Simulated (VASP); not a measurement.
Runs of VASP 6.6.1 on Ti. The structure is that of space group P6_3/mmc (No. 194), or close to it. The cells are those of the table. 

| cell | gap on the mesh (eV) | pressure (GPa) |
| --- | --- | --- |
| a = 2.885, b = 2.885, c = 4.569 Å, angles 90.0, 90.0, 120.0°, 2 atoms | none | 1.7 |
| a = 2.848, b = 2.848, c = 4.516 Å, angles 90.0, 90.0, 120.0°, 2 atoms | none | 6.7 |
| a = 2.798, b = 2.798, c = 4.445 Å, angles 90.0, 90.0, 120.0°, 2 atoms | none | 14.5 |
| a = 2.828, b = 2.828, c = 4.488 Å, angles 90.0, 90.0, 120.0°, 2 atoms | none | 9.6 |
| a = 2.869, b = 2.869, c = 4.547 Å, angles 90.0, 90.0, 120.0°, 2 atoms | none | 3.7 |
| a = 2.893, b = 2.893, c = 4.580 Å, angles 90.0, 90.0, 120.0°, 2 atoms | none | (a) |
| a = 2.901, b = 2.901, c = 4.592 Å, angles 90.0, 90.0, 120.0°, 2 atoms | none | (b) |

Alike in all rows: task single point; level PBEsol; potentials or basis VASP PAW PBE potentials, release 64 (Ti_sv); no spin polarisation; k mesh 18 × 18 × 10; cutoff (eV) 520; smearing fermi-dirac 0.08 eV.

Fill in the values left out.

(a) 0.7; (b) -0.2.

Caveats: the PAW data sets were made with another functional, which shifts forces and pressure a little; the cell stands under pressure (at least some runs).

A gap of «none» marks levels without a gap at the run's occupations.
